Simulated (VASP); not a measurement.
## SnO2: single point with PBEsol

SnO2:

```
Sn O
1.0
     4.77975    0.00000    0.00000
     0.00000    4.77975    0.00000
     0.00000    0.00000    3.21458
Sn O
2 4
Direct
  0.00000 0.00000 0.00000
  0.50000 0.50000 0.50000
  0.30710 0.30710 0.00000
  0.19290 0.80710 0.50000
  0.69290 0.69290 0.00000
  0.80710 0.19290 0.50000
```

```json
{"Program": "VASP 6.6.1", "Task": "single point", "Functional": "PBEsol", "Potentials or basis": "VASP PAW PBE potentials, release 64 (Sn_d, O)", "Cutoff": "520 eV", "k mesh": "4 × 4 × 6", "Occupations": "methfessel-paxton, width 0.05 eV", "Spin": "no spin polarisation"}
```

```yaml
Pressure: -0.2 GPa
Largest_force: 0.122 eV/Å
Band_gap_on_the_k_mesh: 0.88 eV
```

Forces on the atoms (eV/Å):
```
Sn   0.000  0.000  0.000
Sn   0.000  0.000  0.000
O   -0.086 -0.086  0.000
O    0.086 -0.086  0.000
O    0.086  0.086  0.000
O   -0.086  0.086  0.000
```

Stress tensor (GPa, compression positive):
```
-0.41  0.00  0.00
 0.00 -0.41  0.00
 0.00  0.00  0.11
```

Levels at points of the mesh, in eV from the valence-band top:
```tsv
k point	band 24	band 25	band 26	band 27	band 28	band 29
(0.00, 0.00, 0.00)	-0.77	-0.77	0.00	0.88	5.78	6.03
(0.50, 0.00, 0.00)	-1.22	-0.64	-0.64	4.08	4.08	6.77
(0.50, 0.50, 0.00)	-1.34	-0.89	-0.89	4.46	4.46	7.19
(0.00, 0.00, 0.50)	-1.63	-1.24	-1.24	5.83	5.83	9.40
(0.50, 0.00, 0.50)	-1.08	-0.73	-0.73	6.10	6.10	7.68
(0.50, 0.50, 0.50)	-0.97	-0.82	-0.82	4.54	4.54	8.56
```

It took 33 s on 1 thread of Intel(R) Xeon(R) Platinum 8259CL CPU @ 2.50GHz (Skylake/Cascade Lake), with other jobs on the host, peak memory 0.19 GiB.

Caveat: the PAW data sets were made with another functional, which shifts forces and pressure a little; spin-orbit coupling is left out, which moves the levels of the heavy elements.
